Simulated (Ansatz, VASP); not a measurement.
# Si in VASP and in Ansatz

```
Si
1.0
     3.99900    0.00000    0.00000
    -1.99950    3.46324    0.00000
     0.00000    0.00000   28.00000
Si
2
Cartesian
  0.0000 2.3088 14.0715
  1.9995 1.1544 13.9285
```

Alike in both runs: task single point; functional PBE; k mesh 15 × 15 × 1; occupations gaussian, width 0.1 eV; no spin polarisation.

|  | VASP | Ansatz |
| --- | --- | --- |
| version | VASP 6.6.1 | Ansatz 0.2.0 |
| potentials or method | VASP PAW PBE potentials, release 64 (Si), cutoff 520 eV | scalar-relativistic, plane waves, PAW |
| valence electrons in the cell | 8 | 8 |

```csv
,VASP,Ansatz,Ansatz less VASP
gap on the k mesh at the Fermi level (eV),none,none,-
rms of the force components (eV/Å),0.035,0.035,-0.0004
```

Atom by atom the forces differ by 0.000 eV/Å (rms over components). A gap of «none» marks a metal or a gap that the smearing closes.
